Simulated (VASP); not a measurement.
Wanted: the native input for a VASP 6.6.1 run.

| Property | Result |
| --- | --- |
| Task | single point |
| Functional | PBEsol-based screened hybrid with 25 % exact exchange |
| Potentials or basis | VASP PAW PBE potentials, release 64 (Be, Te) |
| Cutoff | 520 eV |
| k mesh | 4 × 4 × 4 |
| Occupations | fermi-dirac, width 0.05 eV |
| Spin | no spin polarisation |
| Dipole correction | no |
| Grid for exact exchange (PRECFOCK) | Normal |
| Share of exact exchange | 0.25 |
| Further INCAR settings | ALGO = Normal; EDIFF = 1e-06; NBANDS = 11 |
| Screening parameter | 0.207 1/Å |

BeTe:

```
CELL_PARAMETERS angstrom
1.77193 -3.96824 0.00000
1.77193 3.96824 0.00000
0.00000 0.00000 3.50632
ATOMIC_POSITIONS crystal
Be 0.50000 0.50000 0.50000
Te 0.00000 0.00000 0.00000
```

These files were run (other wordings do the same):

POSCAR

```
BeTe
1.0
    1.7719328256     -3.9682399189      0.0000000000
    1.7719328256      3.9682399189      0.0000000000
    0.0000000000      0.0000000000      3.5063243845
Be Te
1 1
Direct
    0.5000000000      0.5000000000      0.5000000000
    0.0000000000      0.0000000000      0.0000000000
```

INCAR.step1

```
ALGO     = Normal         # electronic algorithm
EDIFF    = 1E-5           # SCF threshold, eV
ENCUT    = 520            # plane-wave cutoff, eV
GGA      = PE             # functional
ISIF     = 2              # what is computed and relaxed
ISMEAR   = -1             # smearing method
LASPH    = True           # aspherical terms in the spheres
LCHARG   = False          # write CHGCAR
LREAL    = False          # projectors in reciprocal space
LWAVE    = True           # write WAVECAR
NBANDS   = 11             # bands
NELM     = 80             # most SCF steps
PREC     = Accurate       # precision mode
SIGMA    = 0.05           # smearing width, eV
```

INCAR.step2

```
AEXX     = 0.25           # exact-exchange fraction
ALGO     = Normal         # electronic algorithm
EDIFF    = 1E-6           # SCF threshold, eV
ENCUT    = 520            # plane-wave cutoff, eV
GGA      = PS             # functional
HFSCREEN = 0.207          # screening, 1/A
ISIF     = 2              # what is computed and relaxed
ISMEAR   = -1             # smearing method
ISTART   = 1            
LASPH    = True           # aspherical terms in the spheres
LCHARG   = False          # write CHGCAR
LHFCALC  = True           # exact exchange
LREAL    = False          # projectors in reciprocal space
LWAVE    = False          # write WAVECAR
NBANDS   = 11             # bands
NELM     = 80             # most SCF steps
PREC     = Accurate       # precision mode
PRECFOCK = Normal       
SIGMA    = 0.05           # smearing width, eV
```

KPOINTS

```
k-points
0
Gamma
  4 4 4
```

Potentials or basis: VASP PAW PBE potentials, release 64 (Be, Te).

Launch:

```bash
$ cat potpaw_PBE.64/Be/POTCAR potpaw_PBE.64/Te/POTCAR > POTCAR
$ cp INCAR.step1 INCAR
$ mpirun -np 1 vasp_std > vasp.out
$ cp INCAR.step2 INCAR
$ mpirun -np 1 vasp_std > vasp.out
```

Results of the run:

```json
{
  "Pressure": "-0.1 GPa",
  "Band gap on the k mesh": "zero (bands 4 and 5 overlap by 1.71 eV)"
}
```

Caveat: the k points lie up to 0.49 Å⁻¹ apart, too coarse for converged energies and pressures of a metal; the PAW data sets were made with another functional, which shifts forces and pressure a little; spin-orbit coupling is left out, which moves the levels of the heavy elements.

Run time: 9.1 min on 1 thread of Intel(R) Xeon(R) Platinum 8488C (Sapphire Rapids), with other jobs on the host, peak memory 0.28 GiB.
